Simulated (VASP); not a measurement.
Runs of VASP 6.6.1 on As. The structure is that of space group P6/mmm (No. 191), or close to it. The cells are those of the table. 

```csv
cell,k mesh,gap on the mesh (eV),pressure (GPa)
"a = 4.904, b = 4.904, c = 2.839 Å, angles 90.0, 90.0, 120.0°, 3 atoms",9 × 9 × 13,none,(a)
"a = 4.840, b = 4.840, c = 2.802 Å, angles 90.0, 90.0, 120.0°, 3 atoms",10 × 10 × 15,none,0.1
"a = 4.638, b = 4.638, c = 2.685 Å, angles 90.0, 90.0, 120.0°, 3 atoms",9 × 9 × 13,none,14.6
"a = 4.840, b = 4.840, c = 2.802 Å, angles 90.0, 90.0, 120.0°, 3 atoms",9 × 9 × 13,none,0.3
"a = 4.708, b = 4.708, c = 2.725 Å, angles 90.0, 90.0, 120.0°, 3 atoms",9 × 9 × 13,none,(b)
"a = 5.027, b = 5.027, c = 2.909 Å, angles 90.0, 90.0, 120.0°, 3 atoms",9 × 9 × 13,none,-7.2
"a = 4.966, b = 4.966, c = 2.874 Å, angles 90.0, 90.0, 120.0°, 3 atoms",9 × 9 × 13,none,(c)
"a = 4.775, b = 4.775, c = 2.764 Å, angles 90.0, 90.0, 120.0°, 3 atoms",9 × 9 × 13,none,4.1
```

Alike in all rows: task single point; level r2SCAN; potentials or basis VASP PAW PBE potentials, release 64 (As); no spin polarisation; cutoff (eV) 520; smearing fermi-dirac 0.1 eV.

Estimate the missing entries.

(a) -2.7; (b) 8.8; (c) -5.2.

Caveats: the PAW data sets were made with another functional, which shifts forces and pressure a little.

A k mesh can miss the band edges, and the runs leave out spin-orbit coupling on As.

A gap of «none» marks levels without a gap at the run's occupations.
